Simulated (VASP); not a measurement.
# Si2W (fluorite type) (Fm-3m) in VASP: further runs

Runs on Si2W (fluorite type). Level: PBE. Tasks: single point, relaxation of cell and atoms.

Everything below comes from runs of VASP 6.6.1. Logs are shortened: lines on timing, memory, paths and dates and some standing lists are left out, and cuts for length are marked.

## Step 1: The cell of the first run

The structure is cubic, space group Fm-3m (No. 225). Conventional cell: a = 5.899 Å, b = 5.899 Å, c = 5.899 Å, α = 90.00°, β = 90.00°, γ = 90.00°. W (site symmetry m-3m) has 8 Si at 2.55 Å within 3.4 Å. Within 3.4 Å of Si (site symmetry -43m) lie 4 W at 2.55 Å and 6 Si at 2.95 Å.

## Step 2: Single point, PBE

File INCAR:

```
PREC = Accurate ; ENCUT = 520
EDIFF = 1E-6 ; ISMEAR = -1
SIGMA = 0.05 ; LREAL = False
LASPH = True ; NELM = 60
ALGO = Normal ; ISIF = 2
LWAVE = False ; LCHARG = False
GGA = PE ; NBANDS = 18
```

File KPOINTS:

```
regular mesh
0
Gamma
  9 9 9
```

File POSCAR:

```
Si2W
1.0
    0.0000000000      2.9495518264      2.9495518264
    2.9495518264      0.0000000000      2.9495518264
    2.9495518264      2.9495518264      0.0000000000
W Si
1 2
Direct
    0.0000000000      0.0000000000      0.0000000000
    0.2500000000      0.2500000000      0.2500000000
    0.7500000000      0.7500000000      0.7500000000
```

Potentials or basis: VASP PAW PBE potentials, release 64 (W_sv, Si).

Command:

```sh
> cat potpaw_PBE.64/W_sv/POTCAR potpaw_PBE.64/Si/POTCAR > POTCAR
> mpirun -np 1 vasp_std > vasp.out
```

OUTCAR:

```text
PREC = Accurate
   ENCUT = 520
   EDIFF = 1E-6
   ISMEAR = -1
   LREAL = False
   LASPH = True
   NELM = 60
   ISIF = 2
   GGA = PE

 ion  position               nearest neighbor table
   1  0.000  0.000  0.000-   3 2.55   3 2.55   3 2.55   2 2.55   2 2.55   2 2.55   3 2.55   2 2.55

   2  0.250  0.250  0.250-   1 2.55   1 2.55   1 2.55   1 2.55   3 2.95   3 2.95   3 2.95   3 2.95
                             3 2.95   3 2.95
   3  0.750  0.750  0.750-   1 2.55   1 2.55   1 2.55   1 2.55   2 2.95   2 2.95   2 2.95   2 2.95
                             2 2.95   2 2.95

  LATTYP: Found a face centered cubic cell.
 ALAT       =     5.8991036528

  Lattice vectors:

 A1 = (   0.0000000000,   2.9495518264,   2.9495518264)
 A2 = (   2.9495518264,   0.0000000000,   2.9495518264)
 A3 = (   2.9495518264,   2.9495518264,   0.0000000000)

Analysis of symmetry for initial positions (statically):
=====================================================================
 Subroutine PRICEL returns:
 Original cell was already a primitive cell.

 Routine SETGRP: Setting up the symmetry group for a
 face centered cubic supercell.

 Subroutine GETGRP returns: Found 48 space group operations
 (whereof 48 operations were pure point group operations)
 out of a pool of 48 trial point group operations.

The static configuration has the point symmetry O_h .

Analysis of symmetry for dynamics (positions and initial velocities):
=====================================================================
 Subroutine PRICEL returns:
 Original cell was already a primitive cell.

 Routine SETGRP: Setting up the symmetry group for a
 face centered cubic supercell.

 Subroutine GETGRP returns: Found 48 space group operations
 (whereof 48 operations were pure point group operations)
 out of a pool of 48 trial point group operations.

The dynamic configuration has the point symmetry O_h .

 Subroutine INISYM returns: Found 48 space group operations
 (whereof 48 operations are pure point group operations),
 and found     1 'primitive' translations

----------------------------------------------------------------------------------------

                                     Primitive cell

  volume of cell :      51.3214

  direct lattice vectors                    reciprocal lattice vectors
     0.000000000  2.949551826  2.949551826    -0.169517279  0.169517279  0.169517279
     2.949551826  0.000000000  2.949551826     0.169517279 -0.169517279  0.169517279
     2.949551826  2.949551826  0.000000000     0.169517279  0.169517279 -0.169517279

  length of vectors
     4.171296196  4.171296196  4.171296196     0.293612540  0.293612540  0.293612540

  position of ions in fractional coordinates (direct lattice)
     0.000000000  0.000000000  0.000000000
     0.250000000  0.250000000  0.250000000
     0.750000000  0.750000000  0.750000000

  ion indices of the primitive-cell ions
   primitive index   ion index
                 1           1
                 2           2
                 3           3

----------------------------------------------------------------------------------------

 KPOINTS: regular mesh

Automatic generation of k-mesh.
 Grid dimensions read from file:
 generate k-points for:    9    9    9

 Generating k-lattice:

  Cartesian coordinates                     Fractional coordinates (reciprocal lattice)
    -0.018835253  0.018835253  0.018835253     0.111111111  0.000000000  0.000000000
     0.018835253 -0.018835253  0.018835253     0.000000000  0.111111111  0.000000000
     0.018835253  0.018835253 -0.018835253     0.000000000  0.000000000  0.111111111

  Length of vectors
     0.032623616  0.032623616  0.032623616

  Shift w.r.t. Gamma in fractional coordinates (k-lattice)
     0.000000000  0.000000000  0.000000000

 Subroutine IBZKPT returns following result:
 ===========================================

 Found     35 irreducible k-points:

 Following reciprocal coordinates:
            Coordinates               Weight
  0.000000  0.000000  0.000000      1.000000
  0.111111  0.000000  0.000000      8.000000
  0.222222  0.000000  0.000000      8.000000
  0.333333  0.000000  0.000000      8.000000
  0.444444  0.000000  0.000000      8.000000
  0.111111  0.111111  0.000000      6.000000
[... 16 lines left out ...]
 -0.333333  0.333333  0.000000     12.000000
  0.444444  0.444444  0.000000      6.000000
 [... further k-points ...]
   k-points           NKPTS =     35   k-points in BZ     NKDIM =     35   number of bands    NBANDS=     18
   number of dos      NEDOS =    301   number of ions     NIONS =      3
   total plane-waves  NPLWV =  32768
   dimension x,y,z NGX =    32 NGY =   32 NGZ =   32
   dimension x,y,z NGXF=    64 NGYF=   64 NGZF=   64
   ions per type =               1   2
   NGX,Y,Z   is equivalent  to a cutoff of  12.75, 12.75, 12.75 a.u.
   NGXF,Y,Z  is equivalent  to a cutoff of  25.51, 25.51, 25.51 a.u.
 SYSTEM =  unknown system
   PREC   = accura    normal or accurate (medium, high low for compatibility)
   ISTART =      0    job   : 0-new  1-cont  2-samecut
   ICHARG =      2    charge: 1-file 2-atom 10-const
   ISPIN  =      1    spin polarized calculation?
   LNONCOLLINEAR =      F non collinear calculations
   LSORBIT =      F    spin-orbit coupling
   LASPH  =      T    aspherical Exc in radial PAW
   ENCUT  =  520.0 eV  38.22 Ry    6.18 a.u.   7.76  7.76  7.76*2*pi/ulx,y,z
   NELM   =     60;   NELMIN=  2; NELMDL= -5     # of ELM steps
   EDIFF  = 0.1E-05   stopping-criterion for ELM
   LREAL  =      F    real-space projection
   EDIFFG = 0.1E-04   stopping-criterion for IOM
   NSW    =      0    number of steps for IOM
   IBRION =     -1    ionic relax: 0-MD 1-quasi-New 2-CG
   NFREE  =      0    steps in history (QN), initial steepest desc. (CG)
   ISIF   =      2    stress and relaxation
   ISYM   =      2    0-nonsym 1-usesym 2-fastsym
   POTIM  = 0.5000    time-step for ionic-motion
   TEBEG  =    0.0;   TEEND  =   0.0 temperature during run
   PSTRESS=    0.0 pullay stress
   NELECT =      22.0000    total number of electrons
   NUPDOWN=      -1.0000    fix difference up-down
   EMIN   =  10.00;   EMAX   =-10.00  energy-range for DOS
   EFERMI =   0.00;   METHOD = LEGACY
   ISMEAR =    -1;   SIGMA  =   0.05  broadening in eV -4-tet -1-fermi 0-gaus
   EFERMI_NEDOS =   21; number of points for ismear=-14 and -15
   IALGO  =     38    algorithm
   IMIX   =      4    mixing-type and parameters
     AMIX     =   0.40;   BMIX     =  1.00
     AMIX_MAG =   1.60;   BMIX_MAG =  1.00
  volume/ion in A,a.u.               =      17.11       115.44
  Fermi-wavevector in a.u.,A,eV,Ry     =   1.234382  2.332644 20.731193  1.523700
  Thomas-Fermi vector in A             =   2.369075
   LORBIT       =      0    0 simple, 1 ext, 2 COOP (PROOUT), +10 PAW based schemes
   GGA     = PE    functional components
[... 5 lines left out ...]
 non-spin polarized calculation
  energy-cutoff  :      520.00
  volume of cell :       51.32
 maximum number of plane-waves:      1411
   NGX = 15   NGY = 15   NGZ = 15

 number of electron      22.0000003 magnetization

 Free energy of the ion-electron system (eV)
  ---------------------------------------------------
  ext. energy  EPLUGINS =         0.00000000
  ---------------------------------------------------
  free energy    TOTEN  =       -22.24852656 eV

  energy without entropy =      -22.22786202  energy(sigma->0) =      -22.23819429

 E-fermi :   8.3693     XC(G=0): -11.1612

 val. band max:        8.3565111023   @ k =  -0.3333   0.2222   0.0000
 cond. band min:       8.3758095645   @ k =   0.4444   0.1111   0.0000
 fundamental gap:      0.0192984622
 Fermi energy:         8.3692858182

 k-point     1 :       0.0000    0.0000    0.0000
  band No.  band energies     occupation
      1     -65.0278      2.00000
      2     -29.3406      2.00000
      3     -29.3406      2.00000
      4     -29.3406      2.00000
      5      -3.4889      2.00000
      6       3.9674      2.00000
[... 10 lines left out ...]
     17      12.7303      0.00000
     18      15.5070      0.00000

 k-point     2 :       0.1111    0.0000    0.0000
  band No.  band energies     occupation
      1     -65.0278      2.00000
      2     -29.3436      2.00000
      3     -29.3410      2.00000
      4     -29.3410      2.00000
      5      -3.3168      2.00000
      6       3.2912      2.00000
[... 10 lines left out ...]
     17      12.8028      0.00000
     18      15.7405      0.00000

 k-point     3 :       0.2222    0.0000    0.0000
  band No.  band energies     occupation
      1     -65.0276      2.00000
      2     -29.3513      2.00000
      3     -29.3422      2.00000
      4     -29.3422      2.00000
      5      -2.8193      2.00000
      6       2.2512      2.00000
[... 10 lines left out ...]
     17      13.6886      0.00000
     18      16.2680      0.00000

 k-point     4 :       0.3333    0.0000    0.0000
  band No.  band energies     occupation
      1     -65.0275      2.00000
      2     -29.3600      2.00000
      3     -29.3436      2.00000
      4     -29.3436      2.00000
      5      -2.0632      2.00000
      6       1.2701      2.00000
[... 375 lines left out ...]
      4     -29.3486      2.00000
      5      -0.0278      2.00000
      6       0.6475      2.00000
[... 10 lines left out ...]
     17      14.7853      0.00000
     18      16.0792      0.00000

 k-point    23 :      -0.3333    0.3333    0.0000
  band No.  band energies     occupation
      1     -65.0273      2.00000
      2     -29.3587      2.00000
      3     -29.3582      2.00000
      4     -29.3473      2.00000
      5      -0.1302      2.00000
      6       0.5189      2.00000
[... 10 lines left out ...]
     17      14.9953      0.00000
     18      16.7198      0.00000

 k-point    24 :       0.4444    0.4444    0.0000
  band No.  band energies     occupation
      1     -65.0273      2.00000
      2     -29.3656      2.00000
      3     -29.3500      2.00000
      4     -29.3500      2.00000
      5      -0.2145      2.00000
      6       1.0598      2.00000
[... 10 lines left out ...]
     17      15.3811      0.00000
     18      16.0891      0.00000

 [... further k-points ...]
[... 5 lines left out ...]
  --------------------------------------------------------------------------------------
  -------------------------------------------------------------------------------------
  Total        0.0175604      0.0175604      0.0175604      0.0000000      0.0000000      0.0000000
  in kB        0.5482102      0.5482102      0.5482102      0.0000000      0.0000000      0.0000000
  external PRESSURE =       0.5482102 kB  Pullay stress =       0.0000000 kB

 VOLUME and BASIS-vectors are now :
 -----------------------------------------------------------------------------
  energy-cutoff  :      520.00
  volume of cell :       51.32
      direct lattice vectors                 reciprocal lattice vectors
     0.000000000  2.949551826  2.949551826    -0.169517279  0.169517279  0.169517279
     2.949551826  0.000000000  2.949551826     0.169517279 -0.169517279  0.169517279
     2.949551826  2.949551826  0.000000000     0.169517279  0.169517279 -0.169517279

 POSITION                                       TOTAL-FORCE (eV/Angst)
 -----------------------------------------------------------------------------------
      0.00000      0.00000      0.00000         0.000000      0.000000     -0.000000
      1.47478      1.47478      1.47478         0.000000     -0.000000     -0.000000
      4.42433      4.42433      4.42433        -0.000000      0.000000      0.000000
 -----------------------------------------------------------------------------------
    total drift:                                0.000000     -0.000000      0.000000

  FREE ENERGIE OF THE ION-ELECTRON SYSTEM (eV)
  ---------------------------------------------------
  free  energy   TOTEN  =       -22.2485265562 eV

  energy  without entropy=      -22.2278620164  energy(sigma->0) =      -22.23819429
```

It took 19 s on 1 thread of Intel Xeon Platinum 8375C at 2.90GHz (Ice Lake), shared host; peak memory 0.19 GiB.

Results:

```
Free energy            : -22.2485 eV
Pressure               : 0.1 GPa
Band gap on the k mesh : zero (band 11 reaches 9.06 eV, above the bottom of band 12 at 7.52 eV)
```

Caveat: spin-orbit coupling is left out, which moves the levels of the heavy elements.

## Step 3: Single point, PBE

File INCAR:

```
  ALGO = Normal
  EDIFF = 1E-6
  ENCUT = 520
  GGA = PE
  ISIF = 2
  ISMEAR = -1
  LASPH = True
  LCHARG = True
  LELF = True
  LREAL = False
  LVHAR = True
  LWAVE = False
  NBANDS = 18
  NELM = 80
  PREC = Accurate
  SIGMA = 0.05
```

File KPOINTS:

```
k-points
0
Gamma
  9 9 9
```

File POSCAR:

```
Si2W
1.0
    0.0000000000      2.9491860224      2.9491860224
    2.9491860224      0.0000000000      2.9491860224
    2.9491860224      2.9491860224      0.0000000000
W Si
1 2
Direct
    0.0000000000      0.0000000000      0.0000000000
    0.2500000000      0.2500000000      0.2500000000
    0.7500000000      0.7500000000      0.7500000000
```

Potentials or basis: VASP PAW PBE potentials, release 64 (W_sv, Si).

Command:

```sh
> cat potpaw_PBE.64/W_sv/POTCAR potpaw_PBE.64/Si/POTCAR > POTCAR
> mpirun -np 1 vasp_std > vasp.out
```

Wall time 22 s (1 thread of Intel Xeon Platinum 8375C at 2.90GHz (Ice Lake), shared host); peak memory 0.18 GiB.

It converged, with:

```yaml
Free_energy: -22.2485 eV
Pressure: 0.1 GPa
Band_gap_on_the_k_mesh: zero (band 11 reaches 9.07 eV, above the bottom of band 12 at 7.53 eV)
```

Levels at points of the mesh, in eV from the Fermi level:
| k point | band 8 | band 9 | band 10 | band 11 | band 12 | band 13 | band 14 | band 15 |
| --- | --- | --- | --- | --- | --- | --- | --- | --- |
| (0.00, 0.00, 0.00) | -4.40 | -2.35 | -0.90 | -0.90 | 3.76 | 3.76 | 3.76 | 4.36 |

Caveat: spin-orbit coupling is left out, which moves the levels of the heavy elements.

(Part 1 of 2 ends here.)
